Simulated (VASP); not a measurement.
# TiTe2 in VASP: notebook

The runs below take TiTe2 through single point, with PBE.

All numbers are computed with VASP 6.6.1; they aren't measurements. Logs are shortened: lines on timing, memory, paths and dates and some standing lists are left out, and cuts for length are marked.

### 1 The cell of the first run

It takes space group P-3m1 (No. 164, trigonal). Conventional cell: a = 3.769 Å, b = 3.769 Å, c = 6.898 Å, α = 90.00°, β = 90.00°, γ = 120.00°. Ti (site symmetry -3m) has 6 Te at 2.78 Å within 3.7 Å. Within 3.7 Å of Te (site symmetry 3m) lie 3 Ti at 2.78 Å.

### 2 Single point, PBE

INCAR

```
SYSTEM = TiTe2
  ALGO = Normal
  EDIFF = 1E-6
  ENCUT = 520
  GGA = PE
  ISIF = 2
  ISMEAR = 0
  LASPH = .TRUE.
  LCHARG = .FALSE.
  LREAL = .FALSE.
  LWAVE = .FALSE.
  NBANDS = 33
  NELM = 60
  PREC = Accurate
  SIGMA = 0.2
```

KPOINTS

```
k-points
0
G
  6 4 4
  0 0 0
```

POSCAR

```
TiTe2
1.0
    1.8845116884     -3.2640699976      0.0000000000
   -5.6535350753     -3.2640699918      0.0000000000
    0.0000000000      0.0000000000     -6.8976564415
Ti Te
2 4
Direct
    0.5000000000      0.5000000000      1.0000000000
    0.0000000000      0.0000000000      1.0000000000
    0.0000000000      0.6666666667      0.7491289178
    0.5000000000      0.1666666667      0.7491289178
    0.5000000000      0.8333333333      0.2508710822
    0.0000000000      0.3333333333      0.2508710822
```

Potentials or basis: VASP PAW PBE potentials, release 64 (Ti_sv, Te).

The run is started by

```
$ cat potpaw_PBE.64/Ti_sv/POTCAR potpaw_PBE.64/Te/POTCAR > POTCAR
$ mpirun -np 1 vasp_std > vasp.out
```

OUTCAR:

```text
SYSTEM = TiTe2
   EDIFF = 1E-6
   ENCUT = 520
   GGA = PE
   ISIF = 2
   ISMEAR = 0
   LASPH = .TRUE.
   LREAL = .FALSE.
   NELM = 60
   PREC = Accurate

 ion  position               nearest neighbor table
   1  0.500  0.500  0.000-   4 2.78   5 2.78   6 2.78   3 2.78   3 2.78   6 2.78
   2  0.000  0.000  0.000-   3 2.78   6 2.78   5 2.78   4 2.78   4 2.78   5 2.78
   3  0.000  0.667  0.749-   2 2.78   1 2.78   1 2.78
   4  0.500  0.167  0.749-   1 2.78   2 2.78   2 2.78
   5  0.500  0.833  0.251-   1 2.78   2 2.78   2 2.78
   6  0.000  0.333  0.251-   2 2.78   1 2.78   1 2.78

  LATTYP: Found a simple orthorhombic cell.
 ALAT       =     3.7690233819
 B/A-ratio  =     1.7320508076
 C/A-ratio  =     1.8300911782

  Lattice vectors:

 A1 = (   1.8845116884,  -3.2640699976,   0.0000000000)
 A2 = (  -5.6535350753,  -3.2640699918,   0.0000000000)
 A3 = (   0.0000000000,   0.0000000000,  -6.8976564415)

Analysis of symmetry for initial positions (statically):
=====================================================================
 Subroutine PRICEL returns following result:

  LATTYP: Found a hexagonal cell.
 ALAT       =     3.7690233819
 C/A-ratio  =     1.8300911782

  Lattice vectors:

 A1 = (  -1.8845116884,   3.2640699976,   0.0000000000)
 A2 = (   3.7690233818,  -0.0000000029,   0.0000000000)
 A3 = (   0.0000000000,   0.0000000000,  -6.8976564415)

   2 primitive cells build up your supercell.

 Routine SETGRP: Setting up the symmetry group for a
 simple orthorhombic supercell.

 Subroutine GETGRP returns: Found  4 space group operations
 (whereof  4 operations were pure point group operations)
 out of a pool of  8 trial point group operations.

The static configuration has the point symmetry C_2h.

Analysis of symmetry for dynamics (positions and initial velocities):
=====================================================================
 Subroutine PRICEL returns following result:

  LATTYP: Found a hexagonal cell.
 ALAT       =     3.7690233819
 C/A-ratio  =     1.8300911782

  Lattice vectors:

 A1 = (  -1.8845116884,   3.2640699976,   0.0000000000)
 A2 = (   3.7690233818,  -0.0000000029,   0.0000000000)
 A3 = (   0.0000000000,   0.0000000000,  -6.8976564415)

   2 primitive cells build up your supercell.

 Routine SETGRP: Setting up the symmetry group for a
 simple orthorhombic supercell.

 Subroutine GETGRP returns: Found  4 space group operations
 (whereof  4 operations were pure point group operations)
 out of a pool of  8 trial point group operations.

The dynamic configuration has the point symmetry C_2h.

 Subroutine INISYM returns: Found  4 space group operations
 (whereof  4 operations are pure point group operations),
 and found     2 'primitive' translations

----------------------------------------------------------------------------------------

                                     Primitive cell

  volume of cell :      84.8574

  direct lattice vectors                    reciprocal lattice vectors
    -1.884511688  3.264069998  0.000000000     0.000000000  0.306365979  0.000000000
     3.769023382 -0.000000003  0.000000000     0.265320721  0.153182989  0.000000000
     0.000000000  0.000000000 -6.897656441     0.000000000  0.000000000 -0.144976777

  length of vectors
     3.769023382  3.769023382  6.897656441     0.306365979  0.306365979  0.144976777

  position of ions in fractional coordinates (direct lattice)
     0.000000000  1.000000000  0.000000000
     0.333333333  0.666666667  0.749128918
     0.666666667  0.333333333  0.250871082

  ion indices of the primitive-cell ions
   primitive index   ion index
                 1           1
                 2           4
                 3           5

----------------------------------------------------------------------------------------

 KPOINTS: k-points

Automatic generation of k-mesh.
 Grid dimensions read from file:
 generate k-points for:    6    4    4

 Generating k-lattice:

  Cartesian coordinates                     Fractional coordinates (reciprocal lattice)
     0.022110060 -0.038295747  0.000000000     0.166666667  0.000000000  0.000000000
    -0.033165090 -0.019147874  0.000000000     0.000000000  0.250000000  0.000000000
     0.000000000  0.000000000 -0.036244194     0.000000000  0.000000000  0.250000000

  Length of vectors
     0.044220120  0.038295747  0.036244194

  Shift w.r.t. Gamma in fractional coordinates (k-lattice)
     0.000000000  0.000000000  0.000000000

 Subroutine IBZKPT returns following result:
 ===========================================

 Found     40 irreducible k-points:

 Following reciprocal coordinates:
            Coordinates               Weight
  0.000000  0.000000  0.000000      1.000000
  0.166667  0.000000  0.000000      2.000000
  0.333333 -0.000000  0.000000      2.000000
  0.500000  0.000000  0.000000      1.000000
 -0.000000  0.250000  0.000000      2.000000
  0.166667  0.250000  0.000000      4.000000
[... 16 lines left out ...]
  0.500000  0.250000  0.250000      2.000000
  0.500000  0.250000 -0.250000      2.000000
 [... further k-points ...]
   k-points           NKPTS =     40   k-points in BZ     NKDIM =     40   number of bands    NBANDS=     33
   number of dos      NEDOS =    301   number of ions     NIONS =      6
   total plane-waves  NPLWV =  75600
   dimension x,y,z NGX =    28 NGY =   50 NGZ =   54
   dimension x,y,z NGXF=    56 NGYF=  100 NGZF=  108
   ions per type =               2   4
   NGX,Y,Z   is equivalent  to a cutoff of  12.35, 12.73, 13.01 a.u.
   NGXF,Y,Z  is equivalent  to a cutoff of  24.70, 25.47, 26.03 a.u.
 SYSTEM =  TiTe2
   PREC   = accura    normal or accurate (medium, high low for compatibility)
   ISTART =      0    job   : 0-new  1-cont  2-samecut
   ICHARG =      2    charge: 1-file 2-atom 10-const
   ISPIN  =      1    spin polarized calculation?
   LNONCOLLINEAR =      F non collinear calculations
   LSORBIT =      F    spin-orbit coupling
   LASPH  =      T    aspherical Exc in radial PAW
   ENCUT  =  520.0 eV  38.22 Ry    6.18 a.u.   7.01 12.14 12.83*2*pi/ulx,y,z
   NELM   =     60;   NELMIN=  2; NELMDL= -5     # of ELM steps
   EDIFF  = 0.1E-05   stopping-criterion for ELM
   LREAL  =      F    real-space projection
   EDIFFG = 0.1E-04   stopping-criterion for IOM
   NSW    =      0    number of steps for IOM
   IBRION =     -1    ionic relax: 0-MD 1-quasi-New 2-CG
   NFREE  =      0    steps in history (QN), initial steepest desc. (CG)
   ISIF   =      2    stress and relaxation
   ISYM   =      2    0-nonsym 1-usesym 2-fastsym
   POTIM  = 0.5000    time-step for ionic-motion
   TEBEG  =    0.0;   TEEND  =   0.0 temperature during run
   PSTRESS=    0.0 pullay stress
   NELECT =      48.0000    total number of electrons
   NUPDOWN=      -1.0000    fix difference up-down
   EMIN   =  10.00;   EMAX   =-10.00  energy-range for DOS
   EFERMI =   0.00;   METHOD = LEGACY
   ISMEAR =     0;   SIGMA  =   0.20  broadening in eV -4-tet -1-fermi 0-gaus
   EFERMI_NEDOS =   21; number of points for ismear=-14 and -15
   IALGO  =     38    algorithm
   IMIX   =      4    mixing-type and parameters
     AMIX     =   0.40;   BMIX     =  1.00
     AMIX_MAG =   1.60;   BMIX_MAG =  1.00
  volume/ion in A,a.u.               =      28.29       190.88
  Fermi-wavevector in a.u.,A,eV,Ry     =   1.074604  2.030708 15.711663  1.154775
  Thomas-Fermi vector in A             =   2.210437
   LORBIT       =      0    0 simple, 1 ext, 2 COOP (PROOUT), +10 PAW based schemes
   GGA     = PE    functional components
   LHFCALC =     F    Hartree Fock is set to
   AEXX    =    0.0000 exact exchange contribution
   IVDW    =     0    specifies the selected vdW correction
   LEPSILON=     F    determine dielectric tensor
   LRPA    =     F    only Hartree local field effects (RPA)
 non-spin polarized calculation
 Gauss-broadening in eV      SIGMA  =   0.20
  energy-cutoff  :      520.00
  volume of cell :      169.71
 maximum number of plane-waves:      4602
   NGX = 15   NGY = 25   NGZ = 25

 number of electron      48.0000009 magnetization

 Free energy of the ion-electron system (eV)
  ---------------------------------------------------
  ext. energy  EPLUGINS =         0.00000000
  ---------------------------------------------------
  free energy    TOTEN  =       -32.47161304 eV

  energy without entropy =      -32.41747252  energy(sigma->0) =      -32.44454278

 E-fermi :   6.1369     XC(G=0):  -9.5462

 val. band max:        6.0946518239   @ k =  -0.0000   0.2500   0.5000
 cond. band min:       6.1406177044   @ k =  -0.0000   0.2500   0.0000
 fundamental gap:      0.0459658804
 Fermi energy:         6.1368896782

 k-point     1 :       0.0000    0.0000    0.0000
  band No.  band energies     occupation
      1     -51.3481      2.00000
      2     -51.3451      2.00000
      3     -27.6426      2.00000
      4     -27.6069      2.00000
      5     -27.6012      2.00000
      6     -27.5972      2.00000
[... 25 lines left out ...]
     32       9.3378      0.00000
     33       9.3398      0.00000

 k-point     2 :       0.1667    0.0000    0.0000
  band No.  band energies     occupation
      1     -51.3476      2.00000
      2     -51.3450      2.00000
      3     -27.6390      2.00000
      4     -27.6134      2.00000
      5     -27.6051      2.00000
      6     -27.6032      2.00000
[... 25 lines left out ...]
     32       8.6086      0.00000
     33       8.9013      0.00000
[... 754 lines left out ...]
     32       8.5725      0.00000
     33       9.2483      0.00000

 k-point    24 :       0.5000    0.2500   -0.2500
  band No.  band energies     occupation
      1     -51.3451      2.00000
      2     -51.3451      2.00000
      3     -27.6363      2.00000
      4     -27.6363      2.00000
      5     -27.6133      2.00000
      6     -27.6133      2.00000
[... 25 lines left out ...]
     32       8.3923      0.00000
     33       8.9420      0.00000

 [... further k-points ...]

------------------------ aborting loop because EDIFF is reached ----------------------------------------

  FORCE on cell =-STRESS in cart. coord.  units (eV):
  Direction    XX          YY          ZZ          XY          YZ          ZX
  --------------------------------------------------------------------------------------
  -------------------------------------------------------------------------------------
  Total        0.0988165      0.1501294     -0.2183421     -0.0444383     -0.0561168     -0.0971972
  in kB        0.9328679      1.4172829     -2.0612384     -0.4195157     -0.5297650     -0.9175807
  external PRESSURE =       0.0963041 kB  Pullay stress =       0.0000000 kB

 VOLUME and BASIS-vectors are now :
 -----------------------------------------------------------------------------
  energy-cutoff  :      520.00
  volume of cell :      169.71
      direct lattice vectors                 reciprocal lattice vectors
     1.884511688 -3.264069998  0.000000000     0.132660360 -0.229774484  0.000000000
    -5.653535075 -3.264069992  0.000000000    -0.132660360 -0.076591495  0.000000000
     0.000000000  0.000000000 -6.897656441     0.000000000  0.000000000 -0.144976777

 POSITION                                       TOTAL-FORCE (eV/Angst)
 -----------------------------------------------------------------------------------
     -1.88451     -3.26407      0.00000         0.000000     -0.000000     -0.000000
      0.00000      0.00000      0.00000        -0.000000     -0.000000      0.000000
     -3.76902     -2.17605     -5.16723        -0.010329     -0.005963     -0.005798
     -0.00000     -2.17605     -5.16723        -0.010329     -0.005963     -0.005798
     -3.76902     -4.35209     -1.73042         0.010329      0.005963      0.005798
     -1.88451     -1.08802     -1.73042         0.010329      0.005963      0.005798
 -----------------------------------------------------------------------------------
    total drift:                               -0.000000     -0.000000      0.000000

  FREE ENERGIE OF THE ION-ELECTRON SYSTEM (eV)
  ---------------------------------------------------
  free  energy   TOTEN  =       -32.4716130369 eV

  energy  without entropy=      -32.4174725178  energy(sigma->0) =      -32.44454278
```

Wall time 3.7 min (1 thread of Intel Xeon Platinum 8259CL at 2.50GHz (Skylake/Cascade Lake), shared host); peak memory 0.37 GiB.

Results:

```yaml
Free_energy: -32.4716 eV
Pressure: 0.0 GPa
Largest_force: 0.013 eV/Å
Band_gap_on_the_k_mesh: zero (band 24 reaches 6.56 eV, above the bottom of band 25 at 5.91 eV)
```

Forces on the atoms (eV/Å):
```
Ti   0.000  0.000  0.000
Ti   0.000  0.000  0.000
Te  -0.010 -0.006 -0.006
Te  -0.010 -0.006 -0.006
Te   0.010  0.006  0.006
Te   0.010  0.006  0.006
```

Stress tensor (GPa, compression positive):
```
 0.09 -0.04 -0.09
-0.04  0.14 -0.05
-0.09 -0.05 -0.21
```

Caveat: spin-orbit coupling is left out, which moves the levels of the heavy elements; this functional lacks dispersion, which binds the layers, so the pressure and a relaxed spacing across them are unreliable.

### 3 Single point, PBE

This run uses another cell than the first one, of 27.90 Å³/atom, 0.986 times its volume.

INCAR

```
PREC = Accurate ; ENCUT = 520
EDIFF = 1E-7 ; ISMEAR = 0
SIGMA = 0.2 ; LREAL = F
LASPH = T ; NELM = 100
ALGO = Normal ; ISIF = 2
LWAVE = F ; LCHARG = F
GGA = PE ; NBANDS = 33
```

KPOINTS

```
Automatic mesh
0
Gamma
  6 4 4
```

POSCAR

```
TiTe2
1.0
    1.8941542355     -3.2807412095     -0.0016538565
   -5.6695493674     -3.2732608707      0.0163835027
    0.0156229083      0.0064006521     -6.7496903725
Ti Te
2 4
Direct
    0.5001411463      0.4999705050      1.0000330521
   -0.0001717182      0.0000271755      0.9999663933
    0.0003815303      0.6655857395      0.7454323082
    0.5004689898      0.1655990750      0.7454226957
    0.4996637454      0.8343955643      0.2545622784
   -0.0004836936      0.3344219406      0.2545832724
```

Potentials or basis: VASP PAW PBE potentials, release 64 (Ti_sv, Te).

The run is started by

```
$ cat potpaw_PBE.64/Ti_sv/POTCAR potpaw_PBE.64/Te/POTCAR > POTCAR
$ mpirun -np 1 vasp_std > vasp.out
```

It took 5.1 min on 1 thread of Intel Xeon Platinum 8259CL at 2.50GHz (Skylake/Cascade Lake), shared host; peak memory 0.4 GiB.

The run converged. Its results:

```
Free energy            : -32.4744 eV
Pressure               : 0.0 GPa
Largest force          : 0.008 eV/Å
Band gap on the k mesh : zero (band 24 reaches 6.71 eV, above the bottom of band 25 at 6.08 eV)
```

Forces on the atoms (eV/Å):
```
Ti  -0.002  0.000  0.002
Ti   0.002 -0.001 -0.002
Te  -0.003 -0.001  0.006
Te  -0.004  0.001  0.007
Te   0.002  0.001 -0.006
Te   0.005  0.000 -0.007
```

Levels at points of the mesh, in eV from the Fermi level:
| k point | band 22 | band 23 | band 24 | band 25 | band 26 | band 27 |
| --- | --- | --- | --- | --- | --- | --- |
| (0.00, 0.00, 0.00) | 0.02 | 0.22 | 0.35 | 0.40 | 0.40 | 1.06 |
| (0.50, 0.00, 0.00) | -2.19 | -1.58 | -1.58 | 0.82 | 0.82 | 1.30 |
| (0.00, 0.50, 0.00) | -0.61 | -0.59 | -0.58 | 0.18 | 0.18 | 1.18 |
| (0.50, 0.50, 0.00) | -1.74 | -0.97 | -0.97 | 0.02 | 0.02 | 1.14 |
| (0.00, 0.00, 0.50) | -0.65 | -0.24 | 0.39 | 0.40 | 0.86 | 0.86 |
| (0.50, 0.00, 0.50) | -1.79 | -1.72 | -1.72 | 0.80 | 0.80 | 0.91 |
| (0.00, 0.50, 0.50) | -1.40 | -0.56 | -0.56 | 0.26 | 0.26 | 1.40 |
| (0.50, 0.50, 0.50) | -1.12 | -0.62 | -0.62 | -0.24 | -0.24 | 1.14 |

Caveat: spin-orbit coupling is left out, which moves the levels of the heavy elements.
